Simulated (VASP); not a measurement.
# Al16BN14 (a cell with a defect) in VASP: notebook

The runs below take Al16BN14 (a cell with a defect) through single point, with PBE.

All numbers are computed with VASP 6.6.1; they aren't measurements. Logs are shortened: lines on timing, memory, paths and dates and some standing lists are left out, and cuts for length are marked.

**1. The cell of the first run**

The cell holds a defect, 31 atoms: a = 6.260 Å, b = 6.260 Å, c = 10.035 Å, α = 90.00°, β = 90.00°, γ = 120.00°.

**2. Single point, PBE**

The input, INCAR:

```
PREC     = Accurate       # precision mode
ENCUT    = 520            # plane-wave cutoff, eV
EDIFF    = 1E-6           # SCF threshold, eV
ISMEAR   = -1             # smearing method
SIGMA    = 0.01           # smearing width, eV
LREAL    = Auto         
LASPH    = True           # aspherical terms in the spheres
NELM     = 120            # most SCF steps
ALGO     = Normal         # electronic algorithm
ISIF     = 2              # what is computed and relaxed
LWAVE    = False          # write WAVECAR
LCHARG   = False          # write CHGCAR
GGA      = PE             # functional
NELECT   = 120.0        
NBANDS   = 82             # bands
GGA_COMPAT= False
```

The input, KPOINTS:

```
Automatic mesh
0
Gamma
  1 1 1
  0.25 0.25 0.25
```

The input, POSCAR:

```
Al16BN14
1.0
    6.2595139100      0.0000000600      0.0000000000
   -3.1297570100      5.4208980300      0.0000000000
    0.0000000000      0.0000000000     10.0348065900
Al N B
16 14 1
Direct
    0.3333333300      0.1666666700      0.2496176900
    0.1666666700      0.3333333300      0.4996176900
    0.3333333300      0.1666666700      0.7496176900
    0.1666666700      0.3333333300      0.9996176900
    0.3333333300      0.6666666700      0.2496176900
    0.1666666700      0.8333333300      0.4996176900
    0.3333333300      0.6666666700      0.7496176900
    0.1666666700      0.8333333300      0.9996176900
    0.8333333300      0.1666666700      0.2496176900
    0.6666666700      0.3333333300      0.4996176900
    0.8333333300      0.1666666700      0.7496176900
    0.6666666700      0.3333333300      0.9996176900
    0.8333333300      0.6666666700      0.2496176900
    0.6666666700      0.8333333300      0.4996176900
    0.8333333300      0.6666666700      0.7496176900
    0.6666666700      0.8333333300      0.9996176900
    0.3333333300      0.1666666700      0.4403823100
    0.1666666700      0.3333333300      0.1903823100
    0.3333333300      0.1666666700      0.9403823100
    0.1666666700      0.3333333300      0.6903823100
    0.3333333300      0.6666666700      0.4403823100
    0.3333333300      0.6666666700      0.9403823100
    0.1666666700      0.8333333300      0.6903823100
    0.8333333300      0.1666666700      0.4403823100
    0.6666666700      0.3333333300      0.1903823100
    0.8333333300      0.1666666700      0.9403823100
    0.6666666700      0.3333333300      0.6903823100
    0.6666666700      0.8333333300      0.1903823100
    0.8333333300      0.6666666700      0.9403823100
    0.6666666700      0.8333333300      0.6903823100
    0.8333333300      0.6666666700      0.4403823100
```

Potentials or basis: VASP PAW PBE potentials, release 64 (Al, N, B).

The run is started by

```console
$ cat potpaw_PBE.64/Al/POTCAR potpaw_PBE.64/N/POTCAR potpaw_PBE.64/B/POTCAR > POTCAR
$ mpirun -np 1 vasp_std > vasp.out
```

OUTCAR:

```text
PREC = Accurate
   ENCUT = 520
   EDIFF = 1E-6
   ISMEAR = -1
   LREAL = Auto
   LASPH = True
   NELM = 120
   ISIF = 2
   GGA = PE
   NELECT = 120.0

 ion  position               nearest neighbor table
   1  0.333  0.167  0.250-  18 1.90  25 1.90  17 1.91   4 3.09   2 3.09  12 3.09  10 3.09   8 3.09
                             6 3.09  13 3.13  13 3.13   9 3.13   9 3.13   5 3.13   5 3.13
   2  0.167  0.333  0.500-  17 1.90  24 1.90  21 1.90  20 1.91   1 3.09   3 3.09   9 3.09  11 3.09
                             5 3.09   7 3.09  14 3.13  14 3.13  10 3.13  10 3.13   6 3.13   6 3.13
   3  0.333  0.167  0.750-  20 1.90  27 1.90  23 1.90  19 1.91   2 3.09   4 3.09  10 3.09  12 3.09
                             6 3.09   8 3.09  15 3.13  15 3.13  11 3.13  11 3.13   7 3.13   7 3.13
   4  0.167  0.333  1.000-  19 1.90  26 1.90  22 1.90  18 1.91   1 3.09   3 3.09   9 3.09  11 3.09
                             5 3.09   7 3.09  16 3.13  16 3.13  12 3.13  12 3.13   8 3.13   8 3.13
   5  0.333  0.667  0.250-  28 1.90  18 1.90  21 1.91   8 3.09   6 3.09  16 3.09  14 3.09   4 3.09
                             2 3.09   9 3.13   9 3.13  13 3.13  13 3.13   1 3.13   1 3.13
   6  0.167  0.833  0.500-  21 1.90  31 1.90  17 1.90  23 1.91   5 3.09   7 3.09  13 3.09  15 3.09
                             1 3.09   3 3.09  10 3.13  10 3.13  14 3.13  14 3.13   2 3.13   2 3.13
   7  0.333  0.667  0.750-  23 1.90  30 1.90  20 1.90  22 1.91   6 3.09   8 3.09  14 3.09  16 3.09
                             2 3.09   4 3.09  11 3.13  11 3.13  15 3.13  15 3.13   3 3.13   3 3.13
   8  0.167  0.833  1.000-  22 1.90  29 1.90  19 1.90   7 3.09   5 3.09  15 3.09  13 3.09   3 3.09
                             1 3.09  12 3.13  12 3.13  16 3.13  16 3.13   4 3.13   4 3.13
   9  0.833  0.167  0.250-  25 1.90  18 1.90  28 1.90  24 1.91  10 3.09  12 3.09   2 3.09   4 3.09
[... 16 lines left out ...]
  18  0.167  0.333  0.190-   1 1.90   9 1.90   5 1.90   4 1.91
  19  0.333  0.167  0.940-   4 1.90  12 1.90   8 1.90   3 1.91
  20  0.167  0.333  0.690-   3 1.90  11 1.90   7 1.90   2 1.91
  21  0.333  0.667  0.440-   6 1.90  14 1.90   2 1.90   5 1.91
  22  0.333  0.667  0.940-   8 1.90  16 1.90   4 1.90   7 1.91
  23  0.167  0.833  0.690-   7 1.90  15 1.90   3 1.90   6 1.91
  24  0.833  0.167  0.440-  10 1.90   2 1.90  14 1.90   9 1.91
  25  0.667  0.333  0.190-   9 1.90   1 1.90  13 1.90  12 1.91
  26  0.833  0.167  0.940-  12 1.90   4 1.90  16 1.90  11 1.91
  27  0.667  0.333  0.690-  11 1.90   3 1.90  15 1.90  10 1.91
  28  0.667  0.833  0.190-  13 1.90   5 1.90   9 1.90  16 1.91
  29  0.833  0.667  0.940-  16 1.90   8 1.90  12 1.90  15 1.91
  30  0.667  0.833  0.690-  15 1.90   7 1.90  11 1.90  14 1.91
  31  0.833  0.667  0.440-  14 1.90   6 1.90  10 1.90  13 1.91

  LATTYP: Found a hexagonal cell.
 ALAT       =     6.2595139100
 C/A-ratio  =     1.6031287308

  Lattice vectors:

 A1 = (   6.2595139100,   0.0000000600,   0.0000000000)
 A2 = (  -3.1297570100,   5.4208980300,   0.0000000000)
[... 178 lines left out ...]
   NUPDOWN=      -1.0000    fix difference up-down
   EMIN   =  10.00;   EMAX   =-10.00  energy-range for DOS
   EFERMI =   0.00;   METHOD = LEGACY
   ISMEAR =    -1;   SIGMA  =   0.01  broadening in eV -4-tet -1-fermi 0-gaus
   EFERMI_NEDOS =   21; number of points for ismear=-14 and -15
   IALGO  =     38    algorithm
   IMIX   =      4    mixing-type and parameters
     AMIX     =   0.40;   BMIX     =  1.00
     AMIX_MAG =   1.60;   BMIX_MAG =  1.00
  volume/ion in A,a.u.               =      10.98        74.12
  Fermi-wavevector in a.u.,A,eV,Ry     =   1.156365  2.185213 18.193440  1.337180
  Thomas-Fermi vector in A             =   2.292986
   LORBIT       =      0    0 simple, 1 ext, 2 COOP (PROOUT), +10 PAW based schemes
   GGA     = PE    functional components
   LHFCALC =     F    Hartree Fock is set to
   AEXX    =    0.0000 exact exchange contribution
   IVDW    =     0    specifies the selected vdW correction
   LEPSILON=     F    determine dielectric tensor
   LRPA    =     F    only Hartree local field effects (RPA)
 non-spin polarized calculation
  energy-cutoff  :      520.00
  volume of cell :      340.50
 maximum number of plane-waves:      9148
 NGX is ok and might be reduce to    48
   NGX = 23   NGY = 23   NGZ = 37

 number of electron     119.9999985 magnetization

 Free energy of the ion-electron system (eV)
  ---------------------------------------------------
  ext. energy  EPLUGINS =         0.00000000
  ---------------------------------------------------
  free energy    TOTEN  =      -225.96651392 eV

  energy without entropy =     -225.95633863  energy(sigma->0) =     -225.96142628

 E-fermi :   6.5197     XC(G=0): -10.7128

 val. band max:        6.5111266008   @ k =  -0.2500   0.5000   0.2500
 cond. band min:       6.5271088077   @ k =  -0.2500   0.5000   0.2500
 fundamental gap:      0.0159822069
 Fermi energy:         6.5196556423

 k-point     1 :       0.2500    0.2500    0.2500
  band No.  band energies     occupation
      1      -8.6322      2.00000
      2      -8.1857      2.00000
      3      -8.1051      2.00000
      4      -7.9389      2.00000
      5      -7.6784      2.00000
      6      -7.6138      2.00000
[... 214 lines left out ...]
     71      12.6009      0.00000
     72      12.7918      0.00000
 [bands above 72 left out]

------------------------ aborting loop because EDIFF is reached ----------------------------------------

  FORCE on cell =-STRESS in cart. coord.  units (eV):
  Direction    XX          YY          ZZ          XY          YZ          ZX
  --------------------------------------------------------------------------------------
  -------------------------------------------------------------------------------------
  Total       -2.8146836     -3.6591948     -2.1494080      0.7313682     -0.1061834     -0.1839150
  in kB      -13.2440043    -17.2177049    -10.1136655      3.4413259     -0.4996274     -0.8653798
  external PRESSURE =     -13.5251249 kB  Pullay stress =       0.0000000 kB

 VOLUME and BASIS-vectors are now :
 -----------------------------------------------------------------------------
  energy-cutoff  :      520.00
  volume of cell :      340.50
      direct lattice vectors                 reciprocal lattice vectors
     6.259513910  0.000000060  0.000000000     0.159756813  0.092235641  0.000000000
    -3.129757010  5.420898030  0.000000000    -0.000000002  0.184471279  0.000000000
     0.000000000  0.000000000 10.034806590     0.000000000  0.000000000  0.099653141

 POSITION                                       TOTAL-FORCE (eV/Angst)
 -----------------------------------------------------------------------------------
      1.56488      0.90348      2.50487        -0.014341      0.661593      0.656635
      0.00000      1.80697      5.01357        -0.171057     -0.098760      0.260778
      1.56488      0.90348      7.52227        -0.121507      0.052222     -0.282104
      0.00000      1.80697     10.03097        -0.168140     -0.097076     -0.198815
     -0.00000      3.61393      2.50487         0.565786     -0.343216      0.656635
     -1.56488      4.51742      5.01357         2.380956      1.374646      0.840334
[... 23 lines left out ...]
      1.56488      4.51742      6.92785        -0.112894      0.023703      0.308540
      3.12976      3.61393      4.41915         0.353506      0.204097     -0.446179
 -----------------------------------------------------------------------------------
    total drift:                               -0.000402      0.000102      0.069347

  FREE ENERGIE OF THE ION-ELECTRON SYSTEM (eV)
  ---------------------------------------------------
  free  energy   TOTEN  =      -225.9665139246 eV

  energy  without entropy=     -225.9563386335  energy(sigma->0) =     -225.96142628
```

Run time: 3.5 min. Hardware: 1 thread of Intel Xeon Platinum 8259CL at 2.50GHz (Skylake/Cascade Lake), shared host; peak memory 0.46 GiB.

Results:

```yaml
Free_energy: -225.9665 eV
Largest_force: 2.875 eV/Å
```

Forces in eV/Å, atoms in the order of the input:
```
Al  -0.014  0.662  0.657
Al  -0.171 -0.099  0.261
Al  -0.122  0.052 -0.282
Al  -0.168 -0.097 -0.199
Al   0.566 -0.343  0.657
Al   2.381  1.375  0.840
Al  -0.016 -0.131 -0.282
Al   0.138  0.080 -0.969
Al   0.049  0.029  0.647
Al  -0.053 -2.622  1.134
Al   0.085  0.049 -0.080
Al   0.150 -0.132 -0.248
Al  -0.362 -0.209 -2.029
Al  -2.297  1.265  1.134
Al   0.019  0.011 -0.464
Al  -0.039  0.196 -0.248
N    0.010 -0.291 -0.774
N   -0.009 -0.005 -0.238
N   -0.018 -0.118  0.574
N    0.080  0.046 -0.008
N   -0.247  0.154 -0.774
N   -0.111  0.043  0.574
N    0.073  0.042  0.177
N    0.068  0.039 -0.465
N   -0.084 -0.238 -0.323
N   -0.004 -0.002  0.174
N   -0.036 -0.110  0.309
N   -0.248  0.046 -0.323
N    0.137  0.079  0.704
N   -0.113  0.024  0.309
B    0.354  0.204 -0.446
```

Caveat: the k points lie up to 0.58 Å⁻¹ apart; the cell carries a net charge on a neutralising background, which shifts energy and pressure; the cell is charged against a uniform background, so pressure and absolute levels hang on convention.

**3. Single point, PBE**

The input, INCAR:

```
PREC = Accurate
ENCUT = 520
EDIFF = 1E-6
ISMEAR = -1
SIGMA = 0.01
LREAL = Auto
LASPH = True
NELM = 120
ALGO = Normal
ISIF = 2
LWAVE = False
LCHARG = False
GGA = PE
NELECT = 122.0
NBANDS = 82
GGA_COMPAT = False
```

KPOINTS is that of step 2.

The input, POSCAR:

```
Al16BN14
1.0
    6.2595139128      0.0000000578      0.0000000000
   -3.1297570064      5.4208980350      0.0000000000
    0.0000000000      0.0000000000     10.0348065929
Al N B
16 14 1
Direct
    0.3333333300      0.1666666650      0.2496176900
    0.1666666700      0.3333333350      0.4996176900
    0.3333333300      0.1666666650      0.7496176900
    0.1666666700      0.3333333350      0.9996176900
    0.3333333300      0.6666666650      0.2496176900
    0.1666666700      0.8333333350      0.4996176900
    0.3333333300      0.6666666650      0.7496176900
    0.1666666700      0.8333333350      0.9996176900
    0.8333333300      0.1666666650      0.2496176900
    0.6666666700      0.3333333350      0.4996176900
    0.8333333300      0.1666666650      0.7496176900
    0.6666666700      0.3333333350      0.9996176900
    0.8333333300      0.6666666650      0.2496176900
    0.6666666700      0.8333333350      0.4996176900
    0.8333333300      0.6666666650      0.7496176900
    0.6666666700      0.8333333350      0.9996176900
    0.3333333300      0.1666666650      0.4403823100
    0.1666666700      0.3333333350      0.1903823100
    0.3333333300      0.1666666650      0.9403823100
    0.1666666700      0.3333333350      0.6903823100
    0.3333333300      0.6666666650      0.4403823100
    0.3333333300      0.6666666650      0.9403823100
    0.1666666700      0.8333333350      0.6903823100
    0.8333333300      0.1666666650      0.4403823100
    0.6666666700      0.3333333350      0.1903823100
    0.8333333300      0.1666666650      0.9403823100
    0.6666666700      0.3333333350      0.6903823100
    0.6666666700      0.8333333350      0.1903823100
    0.8333333300      0.6666666650      0.9403823100
    0.6666666700      0.8333333350      0.6903823100
    0.8333333300      0.6666666650      0.4403823100
```

Potentials or basis: VASP PAW PBE potentials, release 64 (Al, N, B).

The run is started by

```console
$ cat potpaw_PBE.64/Al/POTCAR potpaw_PBE.64/N/POTCAR potpaw_PBE.64/B/POTCAR > POTCAR
$ mpirun -np 1 vasp_std > vasp.out
```

Wall time 2.6 min (1 thread of Intel Xeon Platinum 8259CL at 2.50GHz (Skylake/Cascade Lake), shared host); peak memory 0.46 GiB.

Results (log left out):

```yaml
Free_energy: -211.5186 eV
Largest_force: 1.831 eV/Å
```

Forces in eV/Å, atoms in the order of the input:
```
Al   0.188  0.144  1.005
Al  -0.320 -0.185 -0.476
Al   0.252 -0.260 -0.493
Al  -0.073 -0.042  0.150
Al   0.218  0.091  1.005
Al   0.103  0.060  0.010
Al  -0.099  0.348 -0.493
Al   0.377  0.218  0.094
Al  -0.144 -0.083  1.348
Al   0.392 -0.425 -0.306
Al  -0.246 -0.142 -0.438
Al   0.051 -0.290  0.380
Al  -0.505 -0.292  0.608
Al  -0.172  0.552 -0.306
Al   0.124  0.072 -1.595
Al  -0.226  0.189  0.380
N    0.229 -0.199 -0.518
N   -0.002 -0.001 -0.653
N   -0.198  0.104  0.114
N    0.075  0.043  0.390
N   -0.058  0.297 -0.518
N   -0.009 -0.224  0.114
N    0.653  0.377  1.498
N   -0.108 -0.062 -0.159
N   -0.108 -0.622 -1.719
N    0.166  0.096 -0.044
N   -0.110 -0.560  1.322
N   -0.592  0.218 -1.719
N    0.050  0.029  0.332
N   -0.540  0.184  1.322
B    0.634  0.366 -0.635
```

Levels at points of the mesh, in eV from the Fermi level:
```csv
k point,band 58,band 59,band 60,band 61,band 62,band 63,band 64,band 65
"(0.25, 0.25, 0.25)",-2.59,-1.12,-0.67,-0.30,0.60,1.08,1.89,2.77
```

Caveat: the k points lie up to 0.58 Å⁻¹ apart; the cell carries a net charge on a neutralising background, which shifts energy and pressure; the cell is charged against a uniform background, so pressure and absolute levels hang on convention.

**4. Single point, PBE**

The input, INCAR:

```
ALGO = Normal
EDIFF = 1E-6
ENCUT = 520
GGA = PE
GGA_COMPAT = False
ISIF = 2
ISMEAR = -1
LASPH = True
LCHARG = True
LELF = True
LREAL = Auto
LVHAR = True
LWAVE = False
NBANDS = 82
NELECT = 120.0
NELM = 120
PREC = Accurate
SIGMA = 0.01
```

KPOINTS is that of step 3.

POSCAR is that of step 3.

The run is started by

```console
$ cat potpaw_PBE.64/Al/POTCAR potpaw_PBE.64/N/POTCAR potpaw_PBE.64/B/POTCAR > POTCAR
$ mpirun -np 1 vasp_std > vasp.out
```

It took 3.3 min on 1 thread of Intel Xeon Platinum 8259CL at 2.50GHz (Skylake/Cascade Lake), shared host; peak memory 0.46 GiB.

It converged, with:

```
Free energy   : -225.9665 eV
Largest force : 2.875 eV/Å
```

Forces in eV/Å, atoms in the order of the input:
```
Al  -0.014  0.662  0.657
Al  -0.171 -0.099  0.261
Al  -0.122  0.052 -0.282
Al  -0.168 -0.097 -0.199
Al   0.566 -0.343  0.657
Al   2.381  1.375  0.840
Al  -0.016 -0.131 -0.282
Al   0.138  0.080 -0.969
Al   0.049  0.029  0.647
Al  -0.053 -2.622  1.134
Al   0.085  0.049 -0.080
Al   0.150 -0.132 -0.248
Al  -0.362 -0.209 -2.029
Al  -2.297  1.265  1.134
Al   0.019  0.011 -0.464
Al  -0.039  0.196 -0.248
N    0.010 -0.291 -0.774
N   -0.009 -0.005 -0.238
N   -0.018 -0.118  0.574
N    0.080  0.046 -0.008
N   -0.247  0.154 -0.774
N   -0.111  0.043  0.574
N    0.073  0.042  0.177
N    0.068  0.039 -0.465
N   -0.084 -0.238 -0.323
N   -0.004 -0.002  0.174
N   -0.036 -0.110  0.309
N   -0.248  0.046 -0.323
N    0.137  0.079  0.704
N   -0.113  0.024  0.309
B    0.354  0.204 -0.446
```

Levels at points of the mesh, in eV from the Fermi level:
```tsv
k point	band 57	band 58	band 59	band 60	band 61	band 62	band 63	band 64
(0.25, 0.25, 0.25)	-1.26	-0.95	-0.40	-0.15	0.04	2.37	2.89	3.49
```

Caveat: the k points lie up to 0.58 Å⁻¹ apart; the cell carries a net charge on a neutralising background, which shifts energy and pressure; the cell is charged against a uniform background, so pressure and absolute levels hang on convention.
